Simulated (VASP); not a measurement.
Input of a VASP 6.6.1 run:

The input INCAR:

```
PREC = Accurate
ENCUT = 520
EDIFF = 1E-6
ISMEAR = 0
SIGMA = 0.2
LREAL = F
LASPH = T
NELM = 60
ALGO = Normal
ISIF = 2
LWAVE = F
LCHARG = T
GGA = PE
LELF = T
LVHAR = T
NBANDS = 86
```

The input KPOINTS:

```
Automatic mesh
0
Gamma
  6 6 1
```

File POSCAR:

```
SiGe5
1.0
    4.0350769787      0.0000000000      0.0000000000
   -2.0175384893      3.4944791697      0.0000000000
    0.0000000000      0.0000000000     19.7747511311
Si Ge
2 10
Direct
    0.3333333333      0.6666666667      0.0183387722
    0.6666666667      0.3333333333      0.9816612278
    0.6666666667      0.3333333333      0.8586467913
    0.3333333333      0.6666666667      0.1413532087
    0.0000000000      0.0000000000      0.8158280054
    0.0000000000      1.0000000000      0.6900183735
    0.0000000000      0.0000000000      0.1841719946
    0.0000000000      0.0000000000      0.3099816265
    0.3333333333      0.6666666667      0.5213760833
    0.6666666667      0.3333333333      0.4786239167
    0.6666666667      0.3333333333      0.3526927035
    0.3333333333      0.6666666667      0.6473072965
```

Potentials or basis: VASP PAW PBE potentials, release 64 (Si, Ge_d).

The run is started by

```console
$ cat potpaw_PBE.64/Si/POTCAR potpaw_PBE.64/Ge_d/POTCAR > POTCAR
$ mpirun -np 1 vasp_std > vasp.out
```

Task: What does it give for the pressure?

Result: 0.0 GPa.

Task: Predict the band gap on the k mesh.

Result: Zero (filled and empty bands touch).

Stress tensor (GPa, compression positive):
```
 0.13  0.00  0.00
 0.00  0.13  0.00
 0.00  0.00 -0.22
```
